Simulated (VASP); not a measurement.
# RbBr (P4/mmm) in VASP: a series of runs, part 2 of 2

VASP 6.6.1.

**4. Single point, r2SCAN**

This run uses another cell than the first one, of 35.52 Å³/atom.

File POSCAR:

```
RbBr
1.0
    4.1879684595      0.0000000000      0.0000000000
    0.0000000000      4.1188736193      0.0000000000
    0.0000000000      0.0000000000      4.1188736193
Rb Br
1 1
Direct
    0.0000000000      0.0000000000      0.0000000000
    0.5000000000      0.5000000000      0.5000000000
```

File INCAR.step1:

```
SYSTEM = RbBr
PREC = Accurate
ENCUT = 520
ISMEAR = 0
SIGMA = 0.02
LREAL = .FALSE.
LASPH = .TRUE.
NELM = 100
NBANDS = 15
GGA = PE
ALGO = Normal
EDIFF = 1E-4
LWAVE = .TRUE.
LCHARG = .FALSE.
```

File INCAR.step2:

```
SYSTEM = RbBr
PREC = Accurate
ENCUT = 520
EDIFF = 1E-6
ISMEAR = 0
SIGMA = 0.02
LREAL = .FALSE.
LASPH = .TRUE.
NELM = 100
ALGO = Normal
ISIF = 2
LWAVE = .FALSE.
LCHARG = .FALSE.
METAGGA = R2SCAN
LMIXTAU = .TRUE.
NBANDS = 15
ISTART = 1
```

File KPOINTS:

```
regular mesh
0
G
  6 6 6
  0 0 0
```

Potentials or basis: VASP PAW PBE potentials, release 64 (Rb_sv, Br).

Started as:

```sh
$ cat potpaw_PBE.64/Rb_sv/POTCAR potpaw_PBE.64/Br/POTCAR > POTCAR
$ cp INCAR.step1 INCAR
$ mpirun -np 1 vasp_std > vasp.out
$ cp INCAR.step2 INCAR
$ mpirun -np 1 vasp_std > vasp.out
```

OUTCAR:

```text
SYSTEM = RbBr
   PREC = Accurate
   ENCUT = 520
   EDIFF = 1E-6
   ISMEAR = 0
   LREAL = .FALSE.
   LASPH = .TRUE.
   NELM = 100
   ISIF = 2
   METAGGA = R2SCAN
   ISTART = 1

 ion  position               nearest neighbor table
   1  0.000  0.000  0.000-   2 3.59   2 3.59   2 3.59   2 3.59   2 3.59   2 3.59   2 3.59   2 3.59

   2  0.500  0.500  0.500-   1 3.59   1 3.59   1 3.59   1 3.59   1 3.59   1 3.59   1 3.59   1 3.59

  LATTYP: Found a simple tetragonal cell.
 ALAT       =     4.1188736193
 C/A-ratio  =     1.0167751785

  Lattice vectors:
[... 622 lines left out ...]

  FORCE on cell =-STRESS in cart. coord.  units (eV):
  Direction    XX          YY          ZZ          XY          YZ          ZX
  --------------------------------------------------------------------------------------
  -------------------------------------------------------------------------------------
  Total       -0.2128278      0.0105285      0.0105285      0.0000000      0.0000000      0.0000000
  in kB       -4.7993088      0.2374186      0.2374186      0.0000000      0.0000000      0.0000000
  external PRESSURE =      -1.4414905 kB  Pullay stress =       0.0000000 kB

 VOLUME and BASIS-vectors are now :
 -----------------------------------------------------------------------------
  energy-cutoff  :      520.00
  volume of cell :       71.05
      direct lattice vectors                 reciprocal lattice vectors
     4.187968460  0.000000000  0.000000000     0.238779258  0.000000000  0.000000000
     0.000000000  4.118873619  0.000000000     0.000000000  0.242784822  0.000000000
     0.000000000  0.000000000  4.118873619     0.000000000  0.000000000  0.242784822

 POSITION                                       TOTAL-FORCE (eV/Angst)
 -----------------------------------------------------------------------------------
      0.00000      0.00000      0.00000         0.000000      0.000000      0.000000
      2.09398      2.05944      2.05944         0.000000      0.000000      0.000000
 -----------------------------------------------------------------------------------
    total drift:                                0.000000      0.000000     -0.000000

  FREE ENERGIE OF THE ION-ELECTRON SYSTEM (eV)
  ---------------------------------------------------
  free  energy   TOTEN  =       -31.1088987412 eV

  energy  without entropy=      -31.1088987412  energy(sigma->0) =      -31.10889874
```

OUTCAR.step1:

```text
SYSTEM = RbBr
   PREC = Accurate
   ENCUT = 520
   ISMEAR = 0
   LREAL = .FALSE.
   LASPH = .TRUE.
[... 656 lines left out ...]
      0.00000      0.00000      0.00000         0.000000      0.000000      0.000000
      2.09398      2.05944      2.05944         0.000000      0.000000      0.000000
 -----------------------------------------------------------------------------------
    total drift:                                0.000000      0.000000     -0.000000

  FREE ENERGIE OF THE ION-ELECTRON SYSTEM (eV)
  ---------------------------------------------------
  free  energy   TOTEN  =        -5.9982663645 eV

  energy  without entropy=       -5.9982663645  energy(sigma->0) =       -5.99826636
```

OSZICAR.step1:

```text
N       E                     dE             d eps       ncg     rms          rms(c)
DAV:   1     0.794086450849E+02    0.79409E+02   -0.67781E+03  1200   0.925E+02
DAV:   2    -0.988927816621E+00   -0.80398E+02   -0.74806E+02  1705   0.166E+02
DAV:   3    -0.611273107523E+01   -0.51238E+01   -0.51029E+01  1601   0.425E+01
DAV:   4    -0.623478024927E+01   -0.12205E+00   -0.12204E+00  1718   0.626E+00
DAV:   5    -0.623587300916E+01   -0.10928E-02   -0.10927E-02  1679   0.538E-01    0.256E+00
DAV:   6    -0.602930084949E+01    0.20657E+00   -0.18163E-01  1487   0.229E+00    0.172E+00
DAV:   7    -0.599522740879E+01    0.34073E-01   -0.10375E-01  1550   0.182E+00    0.890E-01
DAV:   8    -0.599827521958E+01   -0.30478E-02   -0.13529E-02  1435   0.701E-01    0.142E-01
DAV:   9    -0.599813062451E+01    0.14460E-03   -0.55884E-04  1641   0.129E-01    0.628E-02
DAV:  10    -0.599826612039E+01   -0.13550E-03   -0.24851E-04  1283   0.103E-01    0.128E-02
DAV:  11    -0.599826636451E+01   -0.24412E-06   -0.78643E-06   901   0.195E-02
   1 F= -.59982664E+01 E0= -.59982664E+01  d E =-.672710E-33
```

Run time: 41 s. Hardware: 1 thread of Intel Xeon 6975P-C (Granite Rapids), shared host; peak memory 0.2 GiB.

What came out:

```
Free energy            : -31.1089 eV
Pressure               : -0.1 GPa
Band gap on the k mesh : 4.76 eV (least direct gap 4.91 eV)
```

Levels at points of the mesh, in eV from the valence-band top:
```csv
k point,band 5,band 6,band 7,band 8,band 9,band 10,band 11,band 12
"(0.00, 0.00, 0.00)",-9.37,-0.23,-0.15,-0.15,4.76,6.07,6.14,10.62
"(0.50, 0.00, 0.00)",-9.33,-1.69,-0.22,-0.22,7.40,7.71,8.20,9.36
"(0.00, 0.50, 0.00)",-9.32,-1.70,-0.30,-0.20,7.44,7.73,8.32,9.32
"(0.50, 0.50, 0.00)",-9.29,-1.09,-1.06,0.00,5.89,6.92,8.66,8.72
"(0.00, 0.50, 0.50)",-9.30,-1.08,-1.08,-0.07,5.92,6.78,8.53,8.53
"(0.50, 0.50, 0.50)",-9.56,-1.35,-1.35,-1.32,8.76,8.84,8.84,9.96
```

Caveat: the PAW data sets were made with another functional, which shifts forces and pressure a little.

**5. Single point, r2SCAN (uniaxial strain along a: +3.0 %)**

File POSCAR:

```
RbBr
1.0
    4.2498596190      0.0000000000      0.0000000000
    0.0000000000      4.0951317203      0.0000000000
    0.0000000000      0.0000000000      4.0951317203
Rb Br
1 1
Direct
    0.0000000000      0.0000000000      0.0000000000
    0.5000000000      0.5000000000      0.5000000000
```

File INCAR.step1:

```
SYSTEM = RbBr
ALGO = Normal
EDIFF = 1E-4
ENCUT = 520
GGA = PE
ISMEAR = 0
LASPH = .True.
LCHARG = .False.
LREAL = .False.
LWAVE = .True.
NBANDS = 15
NELM = 80
PREC = Accurate
SIGMA = 0.02
```

File INCAR.step2:

```
SYSTEM = RbBr
ALGO = Normal
EDIFF = 1E-6
ENCUT = 520
ISIF = 2
ISMEAR = 0
ISTART = 1
LASPH = .True.
LCHARG = .True.
LELF = .True.
LMIXTAU = .True.
LREAL = .False.
LVHAR = .True.
LWAVE = .False.
METAGGA = R2SCAN
NBANDS = 15
NELM = 80
PREC = Accurate
SIGMA = 0.02
```

File KPOINTS:

```
k-points
0
Gamma
  6 6 6
  0 0 0
```

Started as:

```sh
$ cat potpaw_PBE.64/Rb_sv/POTCAR potpaw_PBE.64/Br/POTCAR > POTCAR
$ cp INCAR.step1 INCAR
$ mpirun -np 1 vasp_std > vasp.out
$ cp INCAR.step2 INCAR
$ mpirun -np 1 vasp_std > vasp.out
```

Wall time 45 s (1 thread of Intel Xeon 6975P-C (Granite Rapids), shared host); peak memory 0.2 GiB.

Results (log left out):

- Free energy: -31.1038 eV
- Pressure: -0.2 GPa
- Band gap on the k mesh: 4.70 eV (least direct gap 4.85 eV)

Stress tensor (GPa, compression positive):
```
-0.94  0.00  0.00
 0.00  0.18  0.00
 0.00  0.00  0.18
```

Levels at points of the mesh, in eV from the valence-band top:
```csv
k point,band 5,band 6,band 7,band 8,band 9,band 10,band 11,band 12
"(0.00, 0.00, 0.00)",-9.41,-0.33,-0.15,-0.15,4.70,6.01,6.14,10.52
"(0.50, 0.00, 0.00)",-9.37,-1.72,-0.23,-0.23,7.33,7.65,8.05,9.36
"(0.00, 0.50, 0.00)",-9.36,-1.73,-0.40,-0.19,7.40,7.68,8.32,9.29
"(0.50, 0.50, 0.00)",-9.34,-1.15,-1.07,0.00,5.83,6.93,8.66,8.79
"(0.00, 0.50, 0.50)",-9.34,-1.11,-1.11,-0.16,5.92,6.64,8.36,8.36
"(0.50, 0.50, 0.50)",-9.58,-1.38,-1.38,-1.33,8.65,8.82,8.82,9.76
```

Caveat: the cell differs from its parent crystal (uniaxial strain along a: +3.0 %); the PAW data sets were made with another functional, which shifts forces and pressure a little.

**6. Overview**

| cell | gap on the mesh (eV) | pressure (GPa) |
| --- | --- | --- |
| a = 4.188, b = 4.111, c = 4.111 Å, 2 atoms | 4.77 | -0.1 |
| a = 4.188, b = 4.119, c = 4.119 Å, 2 atoms | 4.76 | -0.1 |
| a = 4.250, b = 4.095, c = 4.095 Å, 2 atoms | 4.70 | -0.2 |

Alike in all rows: task single point; level r2SCAN; potentials or basis VASP PAW PBE potentials, release 64 (Rb_sv, Br); no spin polarisation; k mesh 6 × 6 × 6; cutoff (eV) 520; smearing gaussian 0.02 eV.

Caveats: the PAW data sets were made with another functional, which shifts forces and pressure a little.

Total energies depend on the potentials used, so only differences within one code and one set of settings carry meaning.
